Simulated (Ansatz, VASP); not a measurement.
## Al3Cu in VASP and in Ansatz

```
CELL_PARAMETERS angstrom
2.76108 0.00000 0.00000
0.00000 2.76108 0.00000
0.00000 0.00000 7.49811
ATOMIC_POSITIONS crystal
Al 0.00000 0.00000 0.50000
Al 0.50000 0.50000 0.22007
Al 0.50000 0.50000 0.77993
Cu 0.00000 0.00000 0.00000
```

Alike in both runs: functional LDA; k mesh 16 × 16 × 6; occupations fermi-dirac, width 0.15 eV; no spin polarisation.

Ansatz relaxed the structure, and its values are those at the end. VASP's run is a single point on that final structure, the one shown.

|  | VASP | Ansatz |
| --- | --- | --- |
| version | VASP 6.6.1 | Ansatz 0.2.0 |
| potentials or method | VASP PAW LDA potentials, release 64 (Al, Cu), cutoff 520 eV | scalar-relativistic, plane waves, PAW |
| valence electrons in the cell | 20 | 28 |

```csv
,VASP,Ansatz,Ansatz less VASP
gap on the k mesh at the Fermi level (eV),none,none,-
pressure (GPa),0.7,0.0,-0.70
rms of the force components (eV/Å),0.010,0.000,-0.0098
```

LDA's correlation is that of Perdew and Zunger in VASP and of Perdew and Wang (1992) in Ansatz. A gap of «none» marks a metal or a gap that the smearing closes. VASP's potentials hold 20 valence electrons a cell and Ansatz's 28, so a difference there can come from the potentials and not from the codes.
